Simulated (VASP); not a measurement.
Here is a VASP 6.6.1 calculation.

Contents of INCAR:

```
SYSTEM = BaTiO3
  PREC = Accurate
  ENCUT = 520
  EDIFF = 1E-6
  ISMEAR = -1
  SIGMA = 0.05
  LREAL = .False.
  LASPH = .True.
  NELM = 80
  ALGO = Normal
  ISIF = 2
  LWAVE = .False.
  LCHARG = .True.
  GGA = PE
  LELF = .True.
  LVHAR = .True.
  NBANDS = 28
```

KPOINTS

```
Automatic mesh
0
Gamma
  12 12 12
  0 0 0
```

The input POSCAR:

```
BaTiO3
1.0
    3.9855000000      0.0000000000      0.0000000000
    0.0000000000      2.8369000000      2.8451500000
    0.0000000000     -2.8369000000      2.8451500000
Ba Ti O
1 1 3
Direct
    0.0000000000      0.0000000000      0.0000000000
    0.5000000000      0.5124000000      0.5124000000
    0.5000000000      0.9918400000      0.5052400000
    0.5000000000      0.5052400000      0.9918400000
    0.0000000000      0.4874000000      0.4874000000
```

Potentials or basis: VASP PAW PBE potentials, release 64 (Ba_sv, Ti_sv, O).

Command:

```console
$ cat potpaw_PBE.64/Ba_sv/POTCAR potpaw_PBE.64/Ti_sv/POTCAR potpaw_PBE.64/O/POTCAR > POTCAR
$ mpirun -np 1 vasp_std > vasp.out
```

Problem. Estimate the largest force.

Solution. 0.259 eV/Å.

Problem. What does it give for the band gap on the k mesh?

Solution. 1.85 eV (least direct gap 2.06 eV).

Problem. What does it give for the pressure?

Solution. 4.1 GPa.

Forces in eV/Å, atoms in the order of the input:
```
Ba   0.000  0.000  0.154
Ti   0.000  0.000  0.143
O    0.000  0.027 -0.258
O    0.000 -0.027 -0.258
O    0.000  0.000  0.217
```

Caveat: the cell stands under pressure; spin-orbit coupling is left out, which moves the levels of the heavy elements. A hybrid or GW would open this gap; PBE tends to underestimate it.
